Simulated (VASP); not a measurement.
Runs of VASP 6.6.1 on BaTiO3. The structure is tetragonal, space group P4mm (No. 99). Conventional cell: a = 4.000 Å, b = 4.000 Å, c = 4.018 Å, α = 90.00°, β = 90.00°, γ = 90.00°. Ba (site symmetry 4mm) has 12 O at 2.79 to 2.88 Å and 8 Ti at 3.45 to 3.49 Å within 3.7 Å. Within 2.5 Å of Ti (site symmetry 4mm) lie 6 O at 1.89 to 2.13 Å. Within 2.5 Å of O (site symmetry 4mm) lie 2 Ti at 1.89 to 2.13 Å. Within 2.7 Å of O (site symmetry 2mm) lie 2 Ti at 2.00 Å. 

```tsv
U	gap on the mesh (eV)	pressure (GPa)	largest force (eV/Å)
Ti d U = 5.0 eV	2.37	(b)	0.56
Ti d U = 7.0 eV	2.65	10.0	0.87
Ti d U = 3.0 eV	2.11	6.6	0.26
Ti d U = 1.0 eV	(a)	(c)	0.17
```

Alike in all rows: task single point; level PBE+U; potentials or basis VASP PAW PBE potentials, release 64 (Ba_sv, Ti_sv, O); no spin polarisation; cell as given; k mesh 4 × 4 × 4; cutoff (eV) 520; smearing fermi-dirac 0.05 eV.

Task: Estimate the missing entries.

Result: (a) 1.87; (b) 8.3; (c) 5.1.

Caveats: spin-orbit coupling is left out, which moves the levels of the heavy elements.

A k mesh can miss the band edges, and the runs leave out spin-orbit coupling on Ba.
